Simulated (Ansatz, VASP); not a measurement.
## Na in VASP and in Ansatz

INCAR

```
  PREC = Accurate
  ENCUT = 520
  EDIFF = 1E-6
  ISMEAR = -1
  SIGMA = 0.1
  LREAL = False
  LASPH = True
  NELM = 60
  ALGO = Normal
  ISIF = 2
  LWAVE = False
  LCHARG = False
  GGA = PS
  NBANDS = 22
```

The input KPOINTS:

```
regular mesh
0
Gamma
  8 8 5
```

File POSCAR:

```
Na
1.0
    3.7066709484      0.0000000000      0.0000000000
   -1.8533354742      3.2100712048      0.0000000000
    0.0000000000      0.0000000000     11.8088788247
Na
4
Direct
    0.0000000000      0.0000000000      0.0000000000
    0.0000000000      0.0000000000      0.5000000000
    0.3333333333      0.6666666667      0.2500000000
    0.6666666667      0.3333333333      0.7500000000
```

Input for Ansatz:

```yaml
crystal:
  lattice:
    - [3.7066709484, 0.0, 0.0]
    - [-1.8533354742, 3.2100712048, 0.0]
    - [0.0, 0.0, 11.8088788247]
  atoms:
    - { symbol: Na, position: [0.0, 0.0, 0.0] }
    - { symbol: Na, position: [0.0, 0.0, 0.5] }
    - { symbol: Na, position: [0.3333333333, 0.6666666667, 0.25] }
    - { symbol: Na, position: [0.6666666667, 0.3333333333, 0.75] }
kpoints:
  mp_grid: { grid: [8, 8, 5] }
scf:
  occupations: { method: fermi_dirac, width: 0.1 }
hamiltonian:
  xc: pbesol
  pseudopotentials: { kind: all_electron, lapw: { basis_error: 0.0005 } }
output:
  forces: true
  stress: true
  eigenvalues: true
  populations: true
```

Alike in both runs: task single point; functional PBEsol; k mesh 8 × 8 × 5; occupations fermi-dirac, width 0.1 eV; no spin polarisation.

|  | VASP | Ansatz |
| --- | --- | --- |
| version | VASP 6.6.1 | Ansatz 0.2.0 |
| potentials or method | VASP PAW PBE potentials, release 64 (Na_pv), cutoff 520 eV | all-electron LAPW, scalar-relativistic |

```csv
,VASP,Ansatz,Ansatz less VASP
pressure (GPa),0.3,0.3,0.00
```

VASP's potentials were made for PBE, not for PBEsol. Ansatz ran all-electron here, and VASP with PAW potentials.
